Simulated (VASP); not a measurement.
A run of VASP 6.6.1 is set up as follows.

The input INCAR:

```
ALGO = Normal
EDIFF = 1E-8
ENCUT = 1000
GGA = PS
GGA_COMPAT = F
ISIF = 2
ISMEAR = -1
LASPH = T
LCHARG = F
LEFG = T
LREAL = F
LWAVE = F
NBANDS = 28
NELM = 120
PREC = Accurate
SIGMA = 0.01
```

Contents of KPOINTS:

```
k-points
0
Gamma
  8 8 6
```

The input POSCAR:

```
SnO
1.0
    3.8400200000      0.0000000000      0.0000000000
    0.0000000000      3.8400200000      0.0000000000
    0.0000000000      0.0000000000      4.8360000000
Sn O
2 2
Direct
    0.0000000000      0.5000000000      0.2385000000
    0.5000000000      0.0000000000      0.7615000000
    0.0000000000      0.0000000000      0.0000000000
    0.5000000000      0.5000000000      0.0000000000
```

Potentials or basis: VASP PAW PBE potentials, release 64 (Sn_d, O_h).

The run is started by

```sh
$ cat potpaw_PBE.64/Sn_d/POTCAR potpaw_PBE.64/O_h/POTCAR > POTCAR
$ mpirun -np 1 vasp_std > vasp.out
```

Problem. Predict the pressure.

Solution. -1.7 GPa.

Problem. Predict the largest force.

Solution. 0.093 eV/Å.

Problem. What does it give for the band gap on the k mesh?

Solution. 0.12 eV (least direct gap 1.91 eV).

Electric field gradients, principal values (V/Å²):
```tsv
atom	least	middle	greatest (by size)
1 Sn	78.049	78.049	-156.097
2 Sn	78.049	78.049	-156.097
3 O	0.414	0.414	-0.827
4 O	0.414	0.414	-0.827
```

Caveat: the cell differs from its parent crystal (equal xx and yy strain of +1 %); semilocal functionals underestimate gaps, and a narrow one can read as zero; without QUAD_EFG the Cq values of the log hold for a quadrupole moment of 1 mb, not for the nuclei; the PAW data sets were made with another functional, which shifts forces and pressure a little; spin-orbit coupling is left out, which moves the levels of the heavy elements. A k mesh can miss the band edges.
